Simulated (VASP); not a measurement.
A run of VASP 6.6.1 is set up as follows.

File INCAR:

```
SYSTEM = NaI
PREC = Accurate
ENCUT = 520
EDIFF = 1E-7
ISMEAR = 0
SIGMA = 0.01
LREAL = .FALSE.
LASPH = .TRUE.
NELM = 60
ALGO = Normal
ISIF = 2
LWAVE = .FALSE.
LCHARG = .TRUE.
GGA = PE
LELF = .TRUE.
LVHAR = .TRUE.
NBANDS = 14
```

Contents of KPOINTS:

```
Automatic mesh
0
G
  8 8 8
  0 0 0
```

POSCAR

```
NaI
1.0
    0.0000000000      3.2297205588      3.2297205588
    3.2297205588      0.0000000000      3.2297205588
    3.2297205588      3.2297205588      0.0000000000
Na I
1 1
Direct
    0.0000000000      0.0000000000      0.0000000000
    0.5000000000      0.5000000000      0.5000000000
```

Potentials or basis: VASP PAW PBE potentials, release 64 (Na_pv, I).

The run is started by

```bash
$ cat potpaw_PBE.64/Na_pv/POTCAR potpaw_PBE.64/I/POTCAR > POTCAR
$ mpirun -np 1 vasp_std > vasp.out
```

Question: What does it give for the pressure?

Answer: 0.5 GPa.

Question: What does it give for the band gap on the k mesh?

Answer: 3.66 eV.

Caveat: spin-orbit coupling is left out, which moves the levels of the heavy elements.
